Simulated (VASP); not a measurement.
# Fe (P6_3/mmc) in VASP: a series of runs

The runs below take Fe through density of states, electric field gradients, with PBEsol.

All numbers are computed with VASP 6.6.1; they aren't measurements. Logs are shortened: lines on timing, memory, paths and dates and some standing lists are left out, and cuts for length are marked.

## Step 1: The cell of the first run

Symmetry: P6_3/mmc, No. 194, hexagonal system. The conventional cell has a = 2.434 Å, b = 2.434 Å, c = 3.842 Å, α = 90.00°, β = 90.00°, γ = 120.00°. Fe (site symmetry -6m2) has 12 Fe at 2.38 to 2.43 Å within 3.1 Å.

## Step 2: Density of states, PBEsol

POSCAR

```
Fe
1.0
    2.4341575853      0.0000000000      0.0000000000
   -1.2170787927      2.1080423057      0.0000000000
    0.0000000000      0.0000000000      3.8419344700
Fe
2
Direct
    0.3333333333      0.6666666667      0.2500000000
    0.6666666667      0.3333333333      0.7500000000
```

INCAR.step1

```
PREC     = Accurate       # precision mode
ENCUT    = 520            # plane-wave cutoff, eV
EDIFF    = 1E-6           # SCF threshold, eV
ISMEAR   = -1             # smearing method
SIGMA    = 0.08           # smearing width, eV
LREAL    = F              # projectors in reciprocal space
LASPH    = T              # aspherical terms in the spheres
NELM     = 100            # most SCF steps
ALGO     = Normal         # electronic algorithm
ISIF     = 2              # what is computed and relaxed
LWAVE    = F              # write WAVECAR
LCHARG   = T              # write CHGCAR
LMAXMIX  = 4              # l up to which the mixer works
GGA      = PS             # functional
NBANDS   = 15             # bands
```

KPOINTS.step1

```
regular mesh
0
Gamma
  17 17 10
```

INCAR.step2

```
PREC     = Accurate       # precision mode
ENCUT    = 520            # plane-wave cutoff, eV
EDIFF    = 1E-6           # SCF threshold, eV
ISMEAR   = -5             # smearing method
SIGMA    = 0.08           # smearing width, eV
LREAL    = F              # projectors in reciprocal space
LASPH    = T              # aspherical terms in the spheres
NELM     = 100            # most SCF steps
ALGO     = Normal         # electronic algorithm
ISIF     = 2              # what is computed and relaxed
LWAVE    = F              # write WAVECAR
LCHARG   = F              # write CHGCAR
LMAXMIX  = 4              # l up to which the mixer works
GGA      = PS             # functional
LORBIT   = 10             # projections on sites
NBANDS   = 15             # bands
NEDOS    = 2001           # points of the DOS
ICHARG   = 11             # starting density
```

KPOINTS.step2

```
regular mesh
0
Gamma
  26 26 15
```

Potentials or basis: VASP PAW PBE potentials, release 64 (Fe).

Command:

```console
$ cat potpaw_PBE.64/Fe/POTCAR > POTCAR
$ cp INCAR.step1 INCAR
$ cp KPOINTS.step1 KPOINTS
$ mpirun -np 1 vasp_std > vasp.out
$ cp INCAR.step2 INCAR
$ cp KPOINTS.step2 KPOINTS
$ mpirun -np 1 vasp_std > vasp.out
```

OUTCAR:

```text
PREC = Accurate
   ENCUT = 520
   EDIFF = 1E-6
   ISMEAR = -5
   LREAL = F
   LASPH = T
   NELM = 100
   ISIF = 2
   GGA = PS
   LORBIT = 10
   ICHARG = 11

 ion  position               nearest neighbor table
   1  0.333  0.667  0.250-   2 2.38   2 2.38   2 2.38   2 2.38   2 2.38   2 2.38
   2  0.667  0.333  0.750-   1 2.38   1 2.38   1 2.38   1 2.38   1 2.38   1 2.38

  LATTYP: Found a hexagonal cell.
 ALAT       =     2.4341575853
 C/A-ratio  =     1.5783425417

  Lattice vectors:

 A1 = (   2.4341575853,   0.0000000000,   0.0000000000)
 A2 = (  -1.2170787927,   2.1080423057,   0.0000000000)
 A3 = (   0.0000000000,   0.0000000000,   3.8419344700)

Analysis of symmetry for initial positions (statically):
=====================================================================
 Subroutine PRICEL returns:
 Original cell was already a primitive cell.

 Routine SETGRP: Setting up the symmetry group for a
 hexagonal supercell.

 Subroutine GETGRP returns: Found 24 space group operations
 (whereof 12 operations were pure point group operations)
 out of a pool of 24 trial point group operations.

The static configuration has the point symmetry D_3d.
 The point group associated with its full space group is D_6h.

Analysis of symmetry for dynamics (positions and initial velocities):
=====================================================================
 Subroutine PRICEL returns:
 Original cell was already a primitive cell.

 Routine SETGRP: Setting up the symmetry group for a
 hexagonal supercell.

 Subroutine GETGRP returns: Found 24 space group operations
 (whereof 12 operations were pure point group operations)
 out of a pool of 24 trial point group operations.

The dynamic configuration has the point symmetry D_3d.
 The point group associated with its full space group is D_6h.

 Subroutine INISYM returns: Found 24 space group operations
 (whereof 12 operations are pure point group operations),
 and found     1 'primitive' translations

----------------------------------------------------------------------------------------

                                     Primitive cell

  volume of cell :      19.7141

  direct lattice vectors                    reciprocal lattice vectors
     2.434157585  0.000000000  0.000000000     0.410819746  0.237186891  0.000000000
    -1.217078793  2.108042306  0.000000000     0.000000000  0.474373781  0.000000000
     0.000000000  0.000000000  3.841934470     0.000000000  0.000000000  0.260285543

  length of vectors
     2.434157585  2.434157585  3.841934470     0.474373781  0.474373781  0.260285543

  position of ions in fractional coordinates (direct lattice)
     0.333333333  0.666666667  0.250000000
     0.666666667  0.333333333  0.750000000

  ion indices of the primitive-cell ions
   primitive index   ion index
                 1           1
                 2           2

----------------------------------------------------------------------------------------

 KPOINTS: regular mesh

Automatic generation of k-mesh.
 Grid dimensions read from file:
 generate k-points for:   26   26   15

 Generating k-lattice:

  Cartesian coordinates                     Fractional coordinates (reciprocal lattice)
     0.015800759  0.009122573  0.000000000     0.038461538 -0.000000000  0.000000000
     0.000000000  0.018245145  0.000000000     0.000000000  0.038461538  0.000000000
     0.000000000  0.000000000  0.017352370     0.000000000  0.000000000  0.066666667

  Length of vectors
     0.018245145  0.018245145  0.017352370

  Shift w.r.t. Gamma in fractional coordinates (k-lattice)
     0.000000000  0.000000000  0.000000000

 TETIRR: Found   9997 inequivalent tetrahedra from    60840

 Subroutine IBZKPT returns following result:
 ===========================================

 Found    560 irreducible k-points:

 Following reciprocal coordinates:
            Coordinates               Weight
  0.000000  0.000000  0.000000      1.000000
  0.038462  0.000000  0.000000      6.000000
  0.076923  0.000000  0.000000      6.000000
  0.115385 -0.000000  0.000000      6.000000
  0.153846  0.000000  0.000000      6.000000
  0.192308  0.000000  0.000000      6.000000
[... 16 lines left out ...]
  0.346154  0.038462  0.000000     12.000000
  0.384615  0.038462  0.000000     12.000000
 [... further k-points ...]
   k-points           NKPTS =    560   k-points in BZ     NKDIM =    560   number of bands    NBANDS=     15
   number of dos      NEDOS =   2001   number of ions     NIONS =      2
   total plane-waves  NPLWV =   9720
   dimension x,y,z NGX =    18 NGY =   18 NGZ =   30
   dimension x,y,z NGXF=    36 NGYF=   36 NGZF=   60
   ions per type =               2
   NGX,Y,Z   is equivalent  to a cutoff of  12.29, 12.29, 12.98 a.u.
   NGXF,Y,Z  is equivalent  to a cutoff of  24.59, 24.59, 25.96 a.u.
 SYSTEM =  unknown system
   PREC   = accura    normal or accurate (medium, high low for compatibility)
   ISTART =      0    job   : 0-new  1-cont  2-samecut
   ICHARG =     11    charge: 1-file 2-atom 10-const
   ISPIN  =      1    spin polarized calculation?
   LNONCOLLINEAR =      F non collinear calculations
   LSORBIT =      F    spin-orbit coupling
   LASPH  =      T    aspherical Exc in radial PAW
   ENCUT  =  520.0 eV  38.22 Ry    6.18 a.u.   4.53  4.53  7.14*2*pi/ulx,y,z
   NELM   =    100;   NELMIN=  2; NELMDL=  0     # of ELM steps
   EDIFF  = 0.1E-05   stopping-criterion for ELM
   LREAL  =      F    real-space projection
   EDIFFG = 0.1E-04   stopping-criterion for IOM
   NSW    =      0    number of steps for IOM
   IBRION =     -1    ionic relax: 0-MD 1-quasi-New 2-CG
   NFREE  =      0    steps in history (QN), initial steepest desc. (CG)
   ISIF   =      2    stress and relaxation
   ISYM   =      2    0-nonsym 1-usesym 2-fastsym
   POTIM  = 0.5000    time-step for ionic-motion
   TEBEG  =    0.0;   TEEND  =   0.0 temperature during run
   PSTRESS=    0.0 pullay stress
   NELECT =      16.0000    total number of electrons
   NUPDOWN=      -1.0000    fix difference up-down
   EMIN   =  10.00;   EMAX   =-10.00  energy-range for DOS
   EFERMI =   0.00;   METHOD = LEGACY
   ISMEAR =    -5;   SIGMA  =   0.08  broadening in eV -4-tet -1-fermi 0-gaus
   EFERMI_NEDOS =   21; number of points for ismear=-14 and -15
   IALGO  =     38    algorithm
   IMIX   =      4    mixing-type and parameters
     AMIX     =   0.40;   BMIX     =  1.00
     AMIX_MAG =   1.60;   BMIX_MAG =  1.00
  volume/ion in A,a.u.               =       9.86        66.52
  Fermi-wavevector in a.u.,A,eV,Ry     =   1.527058  2.885721 31.727505  2.331906
  Thomas-Fermi vector in A             =   2.635006
   LORBIT       =     10    0 simple, 1 ext, 2 COOP (PROOUT), +10 PAW based schemes
   GGA     = PS    functional components
   LHFCALC =     F    Hartree Fock is set to
   AEXX    =    0.0000 exact exchange contribution
   IVDW    =     0    specifies the selected vdW correction
   LEPSILON=     F    determine dielectric tensor
   LRPA    =     F    only Hartree local field effects (RPA)
 non-spin polarized calculation
 Fermi weights with tetrahedron method with Bloechl corrections
  energy-cutoff  :      520.00
  volume of cell :       19.71
 maximum number of plane-waves:       548

 number of electron      16.0000009 magnetization

 Free energy of the ion-electron system (eV)
  ---------------------------------------------------
  ext. energy  EPLUGINS =         0.00000000
  ---------------------------------------------------
  free energy    TOTEN  =       -17.87097388 eV

  energy without entropy =      -17.87097388  energy(sigma->0) =      -17.87097388

 E-fermi :   7.1270     XC(G=0): -14.1479

 val. band max:        7.2002021956   @ k =   0.4231   0.0000   0.2667
 cond. band min:       7.1151372722   @ k =   0.3846   0.0000   0.3333
 fundamental gap:     -0.0850649234
 Fermi energy:         7.1270022082

 k-point     1 :       0.0000    0.0000    0.0000
  band No.  band energies     occupation
      1      -2.0271      2.00000
      2       1.9641      2.00000
      3       5.3833      2.00000
      4       5.3833      2.00000
      5       5.5308      2.00000
      6       5.8790      2.00000
      7       5.8790      2.00000
      8       6.2321      2.00000
      9       6.2321      2.00000
     10       7.6673     -0.84256
     11       7.8796      0.00000
     12       7.8796      0.00000
     13      16.2425      0.00000
     14      29.2626      0.00000
     15      33.0393      0.00000

 k-point     2 :       0.0385    0.0000    0.0000
  band No.  band energies     occupation
      1      -1.9704      2.00000
      2       2.0018      2.00000
      3       5.2790      2.00000
      4       5.4160      2.00000
      5       5.6222      2.00000
      6       5.8616      2.00000
      7       5.9076      2.00000
      8       6.1966      2.00000
      9       6.2089      2.00000
     10       7.1072      1.59386
     11       7.8911      0.00000
     12       8.5063      0.00000
     13      16.2447      0.00000
     14      29.0706      0.00000
     15      32.1459      0.00000

 k-point     3 :       0.0769    0.0000    0.0000
  band No.  band energies     occupation
      1      -1.8016      2.00000
      2       2.1112      2.00000
      3       5.1070      2.00000
      4       5.5129      2.00000
      5       5.7467      2.00000
      6       5.8253      2.00000
      7       5.9923      2.00000
      8       6.0375      2.00000
      9       6.1429      2.00000
     10       6.5907      2.00000
     11       7.9229      0.00000
     12       9.2763      0.00000
     13      16.2521      0.00000
     14      28.3769      0.00000
     15      31.0108      0.00000
[... 343 lines left out ...]
 k-point    23 :       0.3462    0.0385    0.0000
  band No.  band energies     occupation
      1       1.7517      2.00000
      2       2.7573      2.00000
      3       3.1361      2.00000
      4       4.4470      2.00000
      5       5.1990      2.00000
      6       5.6732      2.00000
      7       5.7472      2.00000
      8       7.5385      0.00000
      9       7.6136      0.00000
     10       8.1112      0.00000
     11       8.2271      0.00000
     12      15.3170      0.00000
     13      16.1673      0.00000
     14      18.6965      0.00000
     15      23.7957      0.00000

 k-point    24 :       0.3846    0.0385    0.0000
  band No.  band energies     occupation
      1       2.0882      2.00000
      2       2.6501      2.00000
      3       2.9562      2.00000
      4       4.6212      2.00000
      5       5.1276      2.00000
      6       5.6032      2.00000
      7       5.8700      2.00000
      8       7.7554      0.00000
      9       7.8872      0.00000
     10       8.2439      0.00000
     11       8.6529      0.00000
     12      14.2291      0.00000
     13      17.1277      0.00000
     14      18.8282      0.00000
     15      23.2686      0.00000

 [... further k-points ...]
[... 5 lines left out ...]
  --------------------------------------------------------------------------------------
  -------------------------------------------------------------------------------------
  Total       -0.5285373     -0.5285373     -0.4691515      0.0000000      0.0000000      0.0000000
  in kB      -42.9544559    -42.9544559    -38.1281488      0.0000000      0.0000000      0.0000000
  external PRESSURE =     -41.3456869 kB  Pullay stress =       0.0000000 kB

 VOLUME and BASIS-vectors are now :
 -----------------------------------------------------------------------------
  energy-cutoff  :      520.00
  volume of cell :       19.71
      direct lattice vectors                 reciprocal lattice vectors
     2.434157585  0.000000000  0.000000000     0.410819746  0.237186891  0.000000000
    -1.217078793  2.108042306  0.000000000     0.000000000  0.474373781  0.000000000
     0.000000000  0.000000000  3.841934470     0.000000000  0.000000000  0.260285543

 POSITION                                       TOTAL-FORCE (eV/Angst)
 -----------------------------------------------------------------------------------
     -0.00000      1.40536      0.96048         0.000000     -0.000000      0.000000
      1.21708      0.70268      2.88145        -0.000000      0.000000      0.000000
 -----------------------------------------------------------------------------------
    total drift:                                0.000000     -0.000000     -0.000000

  FREE ENERGIE OF THE ION-ELECTRON SYSTEM (eV)
  ---------------------------------------------------
  free  energy   TOTEN  =       -17.8709738838 eV

  energy  without entropy=      -17.8709738838  energy(sigma->0) =      -17.87097388

 total charge

# of ion       s       p       d       tot
------------------------------------------
    1        0.556   0.679   6.370   7.604
    2        0.556   0.679   6.370   7.604
--------------------------------------------------
tot          1.112   1.357  12.739  15.208
```

Run time: 1.9 min. Hardware: 1 thread of Intel Xeon Platinum 8124M at 3.00GHz (Skylake/Cascade Lake), shared host; peak memory 0.27 GiB.

Results:

```
Valence electrons inside the program's atomic spheres : Fe 7.60
```

Caveat: the PAW data sets were made with another functional, which shifts forces and pressure a little; the run has no spin polarisation, though such a crystal can be magnetic; tetrahedron occupations give inexact forces and stress in metals. Spin polarisation is off, so any magnetic state and its effect on volume and gap are missing.

## Step 3: Electric field gradients, PBEsol (volume scaled by 0.96)

INCAR

```
SYSTEM = Fe
PREC = Accurate
ENCUT = 520
EDIFF = 1E-8
ISMEAR = -1
SIGMA = 0.08
LREAL = .FALSE.
LASPH = .TRUE.
NELM = 60
ALGO = Normal
ISIF = 2
LWAVE = .FALSE.
LCHARG = .FALSE.
GGA = PS
LEFG = .TRUE.
NBANDS = 15
```

KPOINTS

```
Automatic mesh
0
G
  17 17 10
  0 0 0
```

POSCAR

```
Fe
1.0
    2.4012595311      0.0000000000      0.0000000000
   -1.2006297656      2.0795517550      0.0000000000
    0.0000000000      0.0000000000      3.7900100715
Fe
2
Direct
    0.3333333333      0.6666666667      0.2500000000
    0.6666666667      0.3333333333      0.7500000000
```

Potentials or basis: VASP PAW PBE potentials, release 64 (Fe).

Command:

```console
$ cat potpaw_PBE.64/Fe/POTCAR > POTCAR
$ mpirun -np 1 vasp_std > vasp.out
```

OUTCAR:

```text
SYSTEM = Fe
   PREC = Accurate
   ENCUT = 520
   EDIFF = 1E-8
   ISMEAR = -1
   LREAL = .FALSE.
   LASPH = .TRUE.
   NELM = 60
   ISIF = 2
   GGA = PS

 ion  position               nearest neighbor table
   1  0.333  0.667  0.250-   2 2.35   2 2.35   2 2.35   2 2.35   2 2.35   2 2.35
   2  0.667  0.333  0.750-   1 2.35   1 2.35   1 2.35   1 2.35   1 2.35   1 2.35

  LATTYP: Found a hexagonal cell.
 ALAT       =     2.4012595311
 C/A-ratio  =     1.5783425417

  Lattice vectors:

 A1 = (   2.4012595311,   0.0000000000,   0.0000000000)
 A2 = (  -1.2006297656,   2.0795517550,   0.0000000000)
[... 647 lines left out ...]
  free  energy   TOTEN  =       -17.8698843358 eV

  energy  without entropy=      -17.8196392714  energy(sigma->0) =      -17.84476180

 Electric field gradients (V/A^2)
---------------------------------------------------------------------
 ion       V_xx      V_yy      V_zz      V_xy      V_xz      V_yz
---------------------------------------------------------------------
   1       4.392     4.393    -8.785     0.001     0.000    -0.000
   2       4.392     4.393    -8.785     0.001    -0.000     0.000
---------------------------------------------------------------------

 Electric field gradients after diagonalization (V/A^2)
 (convention: |V_zz| > |V_xx| > |V_yy|)
----------------------------------------------------------------------
 ion       V_xx      V_yy      V_zz     asymmetry (V_yy - V_xx)/ V_zz
----------------------------------------------------------------------
   1       4.393     4.392    -8.785       0.000
   2       4.393     4.392    -8.785       0.000
----------------------------------------------------------------------

           NMR quadrupolar parameters

 Cq : quadrupolar parameter    Cq=e*Q*V_zz/h
 eta: asymmetry parameters     (V_yy - V_xx)/ V_zz
 Q  : nuclear electric quadrupole moment in mb (millibarn)
----------------------------------------------------------------------
 ion       Cq(MHz)       eta       Q (mb)
----------------------------------------------------------------------
   1      -0.021       0.000       1.000
   2      -0.021       0.000       1.000
----------------------------------------------------------------------
```

It took 45 s on 1 thread of Intel Xeon 6975P-C, shared host; peak memory 0.16 GiB.

What came out:

* Free energy: -17.8699 eV
* Pressure: 12.5 GPa
* Band gap on the k mesh: zero (band 8 reaches 8.55 eV, above the bottom of band 9 at 6.51 eV)

Electric field gradients, principal values (V/Å²):
```tsv
atom	least	middle	greatest (by size)
1 Fe	4.392	4.393	-8.785
2 Fe	4.392	4.393	-8.785
```

Caveat: without QUAD_EFG the Cq values of the log hold for a quadrupole moment of 1 mb, not for the nuclei; the PAW data sets were made with another functional, which shifts forces and pressure a little; the run has no spin polarisation, though such a crystal can be magnetic. Spin polarisation is off, so any magnetic state and its effect on volume and gap are missing.

(Continued in part 2 of 3.)
